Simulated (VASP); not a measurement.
Here is a VASP 6.6.1 calculation.

INCAR

```
  ALGO = Normal
  EDIFF = 1E-6
  ENCUT = 520
  GGA = PE
  ISIF = 2
  ISMEAR = 0
  LASPH = True
  LCHARG = False
  LREAL = False
  LWAVE = False
  NBANDS = 42
  NELM = 100
  PREC = Accurate
  SIGMA = 0.1
```

KPOINTS

```
k-points
0
Gamma
  4 2 2
```

POSCAR

```
KF
1.0
    1.8765903629     -3.2342695940      0.0020333646
   -5.5980173511     -3.2158946526     -0.0139577929
   -0.0141909004     -0.0040932640     -6.5845193328
K F
4 4
Direct
    0.5030490488      0.5001371163      0.4993178252
    0.0017764934      0.0001503458      0.5006192257
   -0.0027256681      0.9999266338      0.0007028996
    0.4979711863      0.4998488885     -0.0005530449
    1.0015078697      0.6663625422      0.2498619532
    0.5000665377      0.1662349844      0.2502354105
    0.4986576266      0.8336352432      0.7500402196
    0.9996969053      0.3337042457      0.7497755111
```

Potentials or basis: VASP PAW PBE potentials, release 64 (K_sv, F).

Command:

```console
$ cat potpaw_PBE.64/K_sv/POTCAR potpaw_PBE.64/F/POTCAR > POTCAR
$ mpirun -np 1 vasp_std > vasp.out
```

Q: Estimate the band gap on the k mesh.

A: 5.91 eV.

Q: Predict the largest force.

A: 0.012 eV/Å.

Q: Estimate the pressure.

A: 0.2 GPa.

Forces on the atoms (eV/Å):
```
K   -0.005  0.008 -0.006
K   -0.002  0.007  0.002
K    0.004 -0.007  0.007
K    0.003 -0.007 -0.002
F    0.000  0.002  0.001
F    0.000 -0.003  0.002
F    0.001 -0.002 -0.003
F    0.000  0.001 -0.002
```

Caveat: the k points lie up to 0.49 Å⁻¹ apart.
